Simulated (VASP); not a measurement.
# AlN: single point with PBE

The system is AlN.

```
Al N
1.0
     0.00000    2.20319    2.20319
     2.20319    0.00000    2.20319
     2.20319    2.20319    0.00000
Al N
1 1
Direct
  0.00000 0.00000 0.00000
  0.25000 0.25000 0.25000
```

* Program: VASP 6.6.1
* Task: single point
* Functional: PBE
* Potentials or basis: VASP PAW PBE potentials, release 64 (Al, N)
* Cutoff: 600 eV
* k mesh: 8 × 8 × 8
* Occupations: gaussian, width 0.1 eV
* Spin: no spin polarisation

- Pressure: -0.8 GPa
- Band gap on the k mesh: 3.30 eV, indirect (least direct gap 3.97 eV)

Levels at points of the mesh, in eV from the valence-band top:
```
           k point  band 1  band 2  band 3  band 4  band 5  band 6  band 7  band 8  band 9
(0.00, 0.00, 0.00)  -14.83    0.00    0.00    0.00    3.97   12.30   12.30   12.30   17.48
(0.50, 0.00, 0.00)  -12.86   -5.74   -0.48   -0.48    7.14    9.69   10.98   10.98   17.64
(0.50, 0.50, 0.00)  -12.25   -4.82   -1.75   -1.75    3.30    8.45   13.61   15.41   15.41
```

Run time: 8.5 s on 1 thread of AMD EPYC 9R14 (Zen 4), on a shared host, peak memory 0.11 GiB.

A k mesh can miss the band edges. Expect the measured gap to be larger: semilocal functionals such as PBE lack the derivative discontinuity.
